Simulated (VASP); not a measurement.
# BaS in VASP: further runs

The runs below take BaS through single point, with PBE.

Program: VASP 6.6.1. These are calculated values, not measurements. Logs are shortened: lines on timing, memory, paths and dates and some standing lists are left out, and cuts for length are marked.

**1. The cell of the first run**

The structure is cubic, space group Fm-3m (No. 225). Conventional cell: a = 6.428 Å, b = 6.428 Å, c = 6.428 Å, α = 90.00°, β = 90.00°, γ = 90.00°. Ba (site symmetry m-3m) has 6 S at 3.21 Å within 4.2 Å. Within 4.2 Å of S (site symmetry m-3m) lie 6 Ba at 3.21 Å.

**2. Single point, PBE**

INCAR reads:

```
ALGO     = Normal         # electronic algorithm
EDIFF    = 1E-7           # SCF threshold, eV
ENCUT    = 520            # plane-wave cutoff, eV
GGA      = PE             # functional
ISIF     = 2              # what is computed and relaxed
ISMEAR   = 0              # smearing method
LASPH    = T              # aspherical terms in the spheres
LCHARG   = F              # write CHGCAR
LREAL    = F              # projectors in reciprocal space
LWAVE    = F              # write WAVECAR
NBANDS   = 42             # bands
NELM     = 100            # most SCF steps
PREC     = Accurate       # precision mode
SIGMA    = 0.1            # smearing width, eV
```

KPOINTS reads:

```
k-points
0
Gamma
  4 2 2
```

POSCAR reads:

```
BaS
1.0
    0.0000000000      3.2138164046      3.2138164046
    6.4276328092      3.2138164046     -3.2138164046
   -6.4276328092      3.2138164046     -3.2138164046
Ba S
4 4
Direct
    0.0000000000      0.0000000000      1.0000000000
    0.5000000000      0.5000000000      0.0000000000
    0.5000000000      0.0000000000      0.5000000000
    1.0000000000      0.5000000000      0.5000000000
    1.0000000000      0.2500000000      0.7500000000
    0.5000000000      0.7500000000      0.7500000000
    0.5000000000      0.2500000000      0.2500000000
    1.0000000000      0.7500000000      0.2500000000
```

Potentials or basis: VASP PAW PBE potentials, release 64 (Ba_sv, S).

On the command line:

```
> cat potpaw_PBE.64/Ba_sv/POTCAR potpaw_PBE.64/S/POTCAR > POTCAR
> mpirun -np 1 vasp_std > vasp.out
```

OUTCAR:

```text
EDIFF = 1E-7
   ENCUT = 520
   GGA = PE
   ISIF = 2
   ISMEAR = 0
   LASPH = T
   LREAL = F
   NELM = 100
   PREC = Accurate

 ion  position               nearest neighbor table
   1  0.000  0.000  0.000-   5 3.21   6 3.21   7 3.21   8 3.21   6 3.21   7 3.21   2 4.55   3 4.55
                             2 4.55   4 4.55   2 4.55   3 4.55   3 4.55   4 4.55   3 4.55   2 4.55
   2  0.500  0.500  0.000-   5 3.21   6 3.21   7 3.21   8 3.21   5 3.21   8 3.21   1 4.55   4 4.55
                             1 4.55   3 4.55   1 4.55   4 4.55   3 4.55   4 4.55   4 4.55   1 4.55
   3  0.500  0.000  0.500-   5 3.21   6 3.21   7 3.21   8 3.21   5 3.21   8 3.21   1 4.55   1 4.55
                             4 4.55   2 4.55   1 4.55   4 4.55   2 4.55   4 4.55   1 4.55   4 4.55
   4  0.000  0.500  0.500-   5 3.21   6 3.21   7 3.21   8 3.21   6 3.21   7 3.21   1 4.55   2 4.55
                             3 4.55   1 4.55   2 4.55   3 4.55   2 4.55   3 4.55   2 4.55   3 4.55
   5  0.000  0.250  0.750-   1 3.21   2 3.21   3 3.21   4 3.21   2 3.21   3 3.21
   6  0.500  0.750  0.750-   1 3.21   2 3.21   3 3.21   4 3.21   1 3.21   4 3.21
   7  0.500  0.250  0.250-   1 3.21   2 3.21   3 3.21   4 3.21   1 3.21   4 3.21
   8  0.000  0.750  0.250-   1 3.21   2 3.21   3 3.21   4 3.21   2 3.21   3 3.21

  LATTYP: Found a base centered orthorhombic cell.
 ALAT       =     9.0900454927
 B/A-ratio  =     1.4142135624
 C/A-ratio  =     0.5000000000

  Lattice vectors:

 A1 = (   6.4276328092,   3.2138164046,  -3.2138164046)
 A2 = (  -6.4276328092,   3.2138164046,  -3.2138164046)
 A3 = (   0.0000000000,   3.2138164046,   3.2138164046)

Analysis of symmetry for initial positions (statically):
=====================================================================
 Subroutine PRICEL returns following result:

  LATTYP: Found a face centered cubic cell.
 ALAT       =     6.4276328092

  Lattice vectors:

 A1 = (   3.2138164046,   0.0000000000,  -3.2138164046)
 A2 = (   0.0000000000,   3.2138164046,  -3.2138164046)
 A3 = (   3.2138164046,   3.2138164046,  -0.0000000000)

   4 primitive cells build up your supercell.

 Routine SETGRP: Setting up the symmetry group for a
 base centered orthorhombic supercell.

 Subroutine GETGRP returns: Found  8 space group operations
 (whereof  8 operations were pure point group operations)
 out of a pool of  8 trial point group operations.

The static configuration has the point symmetry D_2h.

Analysis of symmetry for dynamics (positions and initial velocities):
=====================================================================
 Subroutine PRICEL returns following result:

  LATTYP: Found a face centered cubic cell.
 ALAT       =     6.4276328092

  Lattice vectors:

 A1 = (   3.2138164046,   0.0000000000,  -3.2138164046)
 A2 = (   0.0000000000,   3.2138164046,  -3.2138164046)
 A3 = (   3.2138164046,   3.2138164046,  -0.0000000000)

   4 primitive cells build up your supercell.

 Routine SETGRP: Setting up the symmetry group for a
 base centered orthorhombic supercell.

 Subroutine GETGRP returns: Found  8 space group operations
 (whereof  8 operations were pure point group operations)
 out of a pool of  8 trial point group operations.

The dynamic configuration has the point symmetry D_2h.

 Subroutine INISYM returns: Found  8 space group operations
 (whereof  8 operations are pure point group operations),
 and found     4 'primitive' translations

----------------------------------------------------------------------------------------

                                     Primitive cell

  volume of cell :      66.3886

  direct lattice vectors                    reciprocal lattice vectors
     3.213816405  0.000000000 -3.213816405     0.155578271 -0.155578271 -0.155578271
     0.000000000  3.213816405 -3.213816405    -0.155578271  0.155578271 -0.155578271
     3.213816405  3.213816405 -0.000000000     0.155578271  0.155578271  0.155578271

  length of vectors
     4.545022746  4.545022746  4.545022746     0.269469470  0.269469470  0.269469470

  position of ions in fractional coordinates (direct lattice)
     0.000000000  0.000000000  0.000000000
     0.500000000  0.500000000  0.500000000

  ion indices of the primitive-cell ions
   primitive index   ion index
                 1           1
                 2           5

----------------------------------------------------------------------------------------

 KPOINTS: k-points

Automatic generation of k-mesh.
 Grid dimensions read from file:
 generate k-points for:    4    2    2

 Generating k-lattice:

  Cartesian coordinates                     Fractional coordinates (reciprocal lattice)
     0.000000000  0.038894568  0.038894568     0.250000000  0.000000000  0.000000000
     0.038894568  0.038894568 -0.038894568     0.000000000  0.500000000  0.000000000
    -0.038894568  0.038894568 -0.038894568     0.000000000  0.000000000  0.500000000

  Length of vectors
     0.055005225  0.067367368  0.067367368

  Shift w.r.t. Gamma in fractional coordinates (k-lattice)
     0.000000000  0.000000000  0.000000000

 Subroutine IBZKPT returns following result:
 ===========================================

 Found      9 irreducible k-points:

 Following reciprocal coordinates:
            Coordinates               Weight
  0.000000  0.000000  0.000000      1.000000
  0.250000  0.000000  0.000000      2.000000
  0.500000  0.000000  0.000000      1.000000
  0.000000  0.500000  0.000000      2.000000
  0.250000  0.500000  0.000000      4.000000
  0.500000  0.500000  0.000000      2.000000
  0.000000  0.500000  0.500000      1.000000
  0.250000  0.500000  0.500000      2.000000
  0.500000  0.500000  0.500000      1.000000
   k-points           NKPTS =      9   k-points in BZ     NKDIM =      9   number of bands    NBANDS=     42
   number of dos      NEDOS =    301   number of ions     NIONS =      8
   total plane-waves  NPLWV = 129600
   dimension x,y,z NGX =    36 NGY =   60 NGZ =   60
   dimension x,y,z NGXF=    72 NGYF=  120 NGZF=  120
   ions per type =               4   4
   NGX,Y,Z   is equivalent  to a cutoff of  13.17, 12.67, 12.67 a.u.
   NGXF,Y,Z  is equivalent  to a cutoff of  26.34, 25.34, 25.34 a.u.
 SYSTEM =  unknown system
   PREC   = accura    normal or accurate (medium, high low for compatibility)
   ISTART =      0    job   : 0-new  1-cont  2-samecut
   ICHARG =      2    charge: 1-file 2-atom 10-const
   ISPIN  =      1    spin polarized calculation?
   LNONCOLLINEAR =      F non collinear calculations
   LSORBIT =      F    spin-orbit coupling
   LASPH  =      T    aspherical Exc in radial PAW
   ENCUT  =  520.0 eV  38.22 Ry    6.18 a.u.   8.45 14.64 14.64*2*pi/ulx,y,z
   NELM   =    100;   NELMIN=  2; NELMDL= -5     # of ELM steps
   EDIFF  = 0.1E-06   stopping-criterion for ELM
   LREAL  =      F    real-space projection
   EDIFFG = 0.1E-05   stopping-criterion for IOM
   NSW    =      0    number of steps for IOM
   IBRION =     -1    ionic relax: 0-MD 1-quasi-New 2-CG
   NFREE  =      0    steps in history (QN), initial steepest desc. (CG)
   ISIF   =      2    stress and relaxation
   ISYM   =      2    0-nonsym 1-usesym 2-fastsym
   POTIM  = 0.5000    time-step for ionic-motion
   TEBEG  =    0.0;   TEEND  =   0.0 temperature during run
   PSTRESS=    0.0 pullay stress
   NELECT =      64.0000    total number of electrons
   NUPDOWN=      -1.0000    fix difference up-down
   EMIN   =  10.00;   EMAX   =-10.00  energy-range for DOS
   EFERMI =   0.00;   METHOD = LEGACY
   ISMEAR =     0;   SIGMA  =   0.10  broadening in eV -4-tet -1-fermi 0-gaus
   EFERMI_NEDOS =   21; number of points for ismear=-14 and -15
   IALGO  =     38    algorithm
   IMIX   =      4    mixing-type and parameters
     AMIX     =   0.40;   BMIX     =  1.00
     AMIX_MAG =   1.60;   BMIX_MAG =  1.00
  volume/ion in A,a.u.               =      33.19       224.01
  Fermi-wavevector in a.u.,A,eV,Ry     =   1.018788  1.925230 14.121877  1.037929
  Thomas-Fermi vector in A             =   2.152265
   LORBIT       =      0    0 simple, 1 ext, 2 COOP (PROOUT), +10 PAW based schemes
   GGA     = PE    functional components
   LHFCALC =     F    Hartree Fock is set to
   AEXX    =    0.0000 exact exchange contribution
   IVDW    =     0    specifies the selected vdW correction
   LEPSILON=     F    determine dielectric tensor
   LRPA    =     F    only Hartree local field effects (RPA)
 non-spin polarized calculation
 Gauss-broadening in eV      SIGMA  =   0.10
  energy-cutoff  :      520.00
  volume of cell :      265.55
 maximum number of plane-waves:      7216
 NGX is ok and might be reduce to    36
   NGX = 17   NGY = 29   NGZ = 29

 number of electron      64.0000007 magnetization

 Free energy of the ion-electron system (eV)
  ---------------------------------------------------
  ext. energy  EPLUGINS =         0.00000000
  ---------------------------------------------------
  free energy    TOTEN  =       -40.76088938 eV

  energy without entropy =      -40.76088938  energy(sigma->0) =      -40.76088938

 E-fermi :   1.9027     XC(G=0):  -8.5473

 val. band max:        1.3600988463   @ k =   0.0000   0.0000   0.0000
 cond. band min:       3.4956091967   @ k =   0.5000   0.5000   0.5000
 fundamental gap:      2.1355103504
 Fermi energy:         1.9027007296

 k-point     1 :       0.0000    0.0000    0.0000
  band No.  band energies     occupation
      1     -24.7781      2.00000
      2     -24.7375      2.00000
      3     -24.7375      2.00000
      4     -24.7255      2.00000
      5     -10.8903      2.00000
      6     -10.8903      2.00000
[... 34 lines left out ...]
     41       6.8380      0.00000
     42       6.9919      0.00000

 k-point     2 :       0.2500    0.0000    0.0000
  band No.  band energies     occupation
      1     -24.7635      2.00000
      2     -24.7313      2.00000
      3     -24.7313      2.00000
      4     -24.7262      2.00000
      5     -10.6912      2.00000
      6     -10.6912      2.00000
[... 34 lines left out ...]
     41       6.2197      0.00000
     42       7.0753      0.00000

 k-point     3 :       0.5000    0.0000    0.0000
  band No.  band energies     occupation
      1     -24.7379      2.00000
      2     -24.7379      2.00000
      3     -24.7251      2.00000
      4     -24.7251      2.00000
      5     -10.6505      2.00000
      6     -10.6505      2.00000
[... 34 lines left out ...]
     41       6.6553      0.00000
     42       6.6553      0.00000

 k-point     4 :       0.0000    0.5000    0.0000
  band No.  band energies     occupation
      1     -24.7579      2.00000
      2     -24.7579      2.00000
      3     -24.7315      2.00000
      4     -24.7315      2.00000
      5     -10.5900      2.00000
      6     -10.5900      2.00000
[... 34 lines left out ...]
     41       6.6353      0.00000
     42       6.6353      0.00000

 k-point     5 :       0.2500    0.5000    0.0000
  band No.  band energies     occupation
      1     -24.7474      2.00000
      2     -24.7474      2.00000
      3     -24.7288      2.00000
      4     -24.7288      2.00000
      5     -10.5411      2.00000
      6     -10.5411      2.00000
[... 34 lines left out ...]
     41       6.8148      0.00000
     42       6.8148      0.00000

 k-point     6 :       0.5000    0.5000    0.0000
  band No.  band energies     occupation
      1     -24.7315      2.00000
      2     -24.7315      2.00000
      3     -24.7315      2.00000
      4     -24.7315      2.00000
      5     -10.5900      2.00000
      6     -10.5900      2.00000
[... 34 lines left out ...]
     41       8.0571      0.00000
     42       8.0889      0.00000

 k-point     7 :       0.0000    0.5000    0.5000
  band No.  band energies     occupation
      1     -24.7515      2.00000
      2     -24.7515      2.00000
      3     -24.7379      2.00000
      4     -24.7379      2.00000
      5     -10.6505      2.00000
      6     -10.6505      2.00000
[... 34 lines left out ...]
     41       6.6244      0.00000
     42       6.6443      0.00000

 k-point     8 :       0.2500    0.5000    0.5000
  band No.  band energies     occupation
      1     -24.7445      2.00000
      2     -24.7445      2.00000
      3     -24.7317      2.00000
      4     -24.7317      2.00000
      5     -10.6650      2.00000
      6     -10.6650      2.00000
[... 34 lines left out ...]
     41       7.1113      0.00000
     42       7.1129      0.00000

 k-point     9 :       0.5000    0.5000    0.5000
  band No.  band energies     occupation
      1     -24.7375      2.00000
      2     -24.7375      2.00000
      3     -24.7255      2.00000
      4     -24.7255      2.00000
      5     -10.8903      2.00000
      6     -10.8903      2.00000
[... 34 lines left out ...]
     41       7.2706      0.00000
     42       7.2706      0.00000

------------------------ aborting loop because EDIFF is reached ----------------------------------------

  FORCE on cell =-STRESS in cart. coord.  units (eV):
  Direction    XX          YY          ZZ          XY          YZ          ZX
  --------------------------------------------------------------------------------------
  -------------------------------------------------------------------------------------
  Total        0.9467639      0.9824638      0.9824638      0.0000000      0.0100231      0.0000000
  in kB        5.7121431      5.9275329      5.9275329      0.0000000      0.0604725      0.0000000
  external PRESSURE =       5.8557363 kB  Pullay stress =       0.0000000 kB

 VOLUME and BASIS-vectors are now :
 -----------------------------------------------------------------------------
  energy-cutoff  :      520.00
  volume of cell :      265.55
      direct lattice vectors                 reciprocal lattice vectors
     0.000000000  3.213816405  3.213816405     0.000000000  0.155578271  0.155578271
     6.427632809  3.213816405 -3.213816405     0.077789136  0.077789136 -0.077789136
    -6.427632809  3.213816405 -3.213816405    -0.077789136  0.077789136 -0.077789136

 POSITION                                       TOTAL-FORCE (eV/Angst)
 -----------------------------------------------------------------------------------
      0.00000      0.00000      0.00000         0.000000     -0.000000     -0.000000
      3.21382      3.21382      0.00000         0.000000     -0.000000     -0.000000
     -3.21382      3.21382      0.00000         0.000000      0.000000      0.000000
      0.00000      3.21382     -3.21382         0.000000      0.000000      0.000000
     -3.21382      3.21382     -3.21382        -0.000000     -0.000000     -0.000000
      0.00000      6.42763     -3.21382         0.000000      0.000000     -0.000000
      0.00000      3.21382      0.00000         0.000000     -0.000000      0.000000
      3.21382      3.21382     -3.21382        -0.000000      0.000000     -0.000000
 -----------------------------------------------------------------------------------
    total drift:                               -0.000000      0.000000     -0.000000

  FREE ENERGIE OF THE ION-ELECTRON SYSTEM (eV)
  ---------------------------------------------------
  free  energy   TOTEN  =       -40.7608893843 eV

  energy  without entropy=      -40.7608893843  energy(sigma->0) =      -40.76088938
```

It took 1.9 min on 1 thread of Intel Xeon Platinum 8488C (Sapphire Rapids), shared host; peak memory 0.37 GiB.

What came out:

| Item | Value |
| --- | --- |
| Free energy | -40.7609 eV |
| Pressure | 0.6 GPa |
| Band gap on the k mesh | 2.14 eV |

Caveat: the k points lie up to 0.42 Å⁻¹ apart; spin-orbit coupling is left out, which moves the levels of the heavy elements. A k mesh can miss the band edges.

**3. Single point, PBE**

INCAR reads:

```
PREC     = Accurate       # precision mode
ENCUT    = 520            # plane-wave cutoff, eV
EDIFF    = 1E-6           # SCF threshold, eV
ISMEAR   = 0              # smearing method
SIGMA    = 0.1            # smearing width, eV
LREAL    = False          # projectors in reciprocal space
LASPH    = True           # aspherical terms in the spheres
NELM     = 80             # most SCF steps
ALGO     = Normal         # electronic algorithm
ISIF     = 2              # what is computed and relaxed
LWAVE    = False          # write WAVECAR
LCHARG   = True           # write CHGCAR
GGA      = PE             # functional
LELF     = True           # ELF
LVHAR    = True         
NBANDS   = 42             # bands
```

KPOINTS reads:

```
Automatic mesh
0
Gamma
  4 2 2
```

POSCAR reads:

```
BaS
1.0
   -0.0002682488      3.2158554262      3.2157073635
    6.4275142617      3.2133519635     -3.2138885250
   -6.4251276882      3.2117431043     -3.2108770363
Ba S
4 4
Direct
   -0.0004262054     -0.0004400874      0.9999376114
    0.5002931817      0.5005149693      0.0003516506
    0.4997966169      0.0006016699      0.5007519882
    0.9992364835      0.4996252783      0.4994926589
    1.0005258343      0.2503311817      0.7505413387
    0.5001258706      0.7494819805      0.7492364701
    0.5000293848      0.2494498152      0.2495421125
    1.0004188335      0.7504351926      0.2501461696
```

Potentials or basis: VASP PAW PBE potentials, release 64 (Ba_sv, S).

On the command line:

```
> cat potpaw_PBE.64/Ba_sv/POTCAR potpaw_PBE.64/S/POTCAR > POTCAR
> mpirun -np 1 vasp_std > vasp.out
```

It took 2.3 min on 1 thread of Intel Xeon Platinum 8488C (Sapphire Rapids), shared host; peak memory 0.37 GiB.

Results (log left out):

```yaml
Free_energy: -40.7606 eV
Pressure: 0.6 GPa
Largest_force: 0.014 eV/Å
Band_gap_on_the_k_mesh: 2.13 eV
```

Forces in eV/Å, atoms in the order of the input:
```
Ba   0.008  0.005  0.004
Ba  -0.003 -0.007  0.004
Ba   0.001 -0.006  0.012
Ba  -0.001  0.011  0.003
S    0.005 -0.006 -0.002
S   -0.005  0.002 -0.010
S    0.002  0.002 -0.007
S   -0.007 -0.002 -0.004
```

Levels at points of the mesh, in eV from the valence-band top:
```
           k point  band 29  band 30  band 31  band 32  band 33  band 34  band 35  band 36
(0.00, 0.00, 0.00)    -0.15     0.00     0.00     0.00     2.13     3.51     3.86     3.86
(0.50, 0.00, 0.00)    -0.50    -0.50    -0.46    -0.46     4.27     4.27     4.27     4.27
(0.00, 0.50, 0.00)    -0.61    -0.61    -0.61    -0.60     3.44     3.44     4.08     4.08
(0.50, 0.50, 0.00)    -0.63    -0.63    -0.63    -0.63     3.44     3.44     3.44     3.44
(0.00, 0.00, 0.50)    -0.61    -0.61    -0.61    -0.61     3.44     3.44     4.08     4.08
(0.50, 0.00, 0.50)    -0.63    -0.63    -0.63    -0.63     3.43     3.43     3.44     3.44
(0.00, 0.50, 0.50)    -0.17    -0.17    -0.17    -0.17     2.81     2.81     4.47     4.49
(0.50, 0.50, 0.50)    -0.15    -0.15    -0.15    -0.15     2.13     2.13     5.47     5.47
```

Caveat: the k points lie up to 0.42 Å⁻¹ apart; spin-orbit coupling is left out, which moves the levels of the heavy elements.
